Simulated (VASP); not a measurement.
# Bi: single point with PBE

Bi:

```xyz
2
Lattice="2.1593 1.3123 3.9540 -2.1593 1.3123 3.9540 0.0000 -2.6246 3.9540" Properties=species:S:1:pos:R:3 pbc="T T T"
Bi    0.0000    0.0000    2.7744
Bi    0.0000    0.0000    9.0876
```

This cell differs from its parent crystal: strain -0.0500 x Voigt [1, 0, 0, 0, 0, 0].

```
Program             : VASP 6.6.1
Task                : single point
Functional          : PBE
Potentials or basis : VASP PAW PBE potentials, release 64 (Bi_d)
Cutoff              : 520 eV
k mesh              : 12 × 12 × 12
Occupations         : gaussian, width 0.15 eV
Spin                : no spin polarisation
```

* Pressure: 4.9 GPa
* Largest force: 0.478 eV/Å
* Band gap on the k mesh: zero (bands 15 and 16 overlap by 0.50 eV)

Forces on the atoms (eV/Å):
```
Bi   0.000 -0.192  0.437
Bi   0.000  0.192 -0.437
```

Stress tensor (GPa, compression positive):
```
 7.00  0.00  0.00
 0.00  3.48 -1.57
 0.00 -1.57  4.24
```

Levels at points of the mesh, in eV from the Fermi level:
```
           k point  band 12  band 13  band 14  band 15  band 16  band 17  band 18  band 19
(0.00, 0.00, 0.00)    -7.38    -1.95    -1.26    -1.17     2.25     2.98     3.15     5.39
(0.50, 0.00, 0.00)   -10.74    -1.63    -1.47    -0.46    -0.44     0.34     0.87     7.30
(0.50, 0.50, 0.00)    -9.39    -5.02    -3.49    -2.82     2.32     5.11     5.78     6.78
(0.00, 0.00, 0.50)   -10.72    -1.68    -1.10    -0.17    -0.04     0.35     1.24     7.15
(0.50, 0.00, 0.50)    -9.65    -5.05    -3.40    -3.10     2.14     4.90     5.55     7.06
(0.50, 0.50, 0.50)   -10.13    -0.92    -0.78    -0.52     0.60     0.88     0.88     6.88
```

Run time: 13 min on 1 thread of Oxide Virtual Turin-like Processor (shared host), peak memory 0.59 GiB.

Caveat: the cell differs from its parent crystal (strain -0.0500 x Voigt [1, 0, 0, 0, 0, 0]); the cell stands under pressure; spin-orbit coupling is left out, which moves the levels of the heavy elements.
